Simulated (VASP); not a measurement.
Input of a VASP 6.6.1 run:

File INCAR:

```
ALGO = Normal ; EDIFF = 1E-7
EDIFFG = -0.008 ; ENCUT = 500
GGA = PE ; GGA_COMPAT = F
IBRION = 2 ; ISIF = 3
ISMEAR = 0 ; LASPH = T
LCHARG = F ; LREAL = F
LWAVE = F ; NELM = 120
NELMIN = 4 ; NSW = 70
PREC = Accurate ; PSTRESS = 100.0
SIGMA = 0.02
```

KPOINTS

```
k-points
0
Gamma
  8 8 8
```

POSCAR

```
SiS2
1.0
   -2.5439194420      4.3109162628      2.6537014527
    2.5439194420     -4.3109162628      2.6537014527
    2.5439194420      4.3109162628     -2.6537014527
Si S
2 4
Direct
    0.7500000000      0.7500000000      0.0000000000
    0.2500000000      0.2500000000      0.0000000000
    0.8742140659      0.7702847060      0.6444987720
    0.1257859341      0.2297152940      0.3555012280
    0.6257859341      0.2702847060      0.8960706401
    0.3742140659      0.7297152940      0.1039293599
```

Potentials or basis: VASP PAW PBE potentials, release 64 (Si, S).

The run is started by

```console
$ cat potpaw_PBE.64/Si/POTCAR potpaw_PBE.64/S/POTCAR > POTCAR
$ mpirun -np 1 vasp_std > vasp.out
```

(1) Estimate the space group after relaxing (to 0.1 Å).

(2) What does it give for the relaxed volume?

(3) Predict the relaxed cell.

Results:

(1) Ibam (No. 72).

(2) 18.73 Å³/atom.

(3) a = 5.507 Å, b = 5.507 Å, c = 5.507 Å, α = 124.16°, β = 85.02°, γ = 121.68°.

Caveat: the cell is relaxed towards a set pressure, so the run minimises the enthalpy, not the energy.
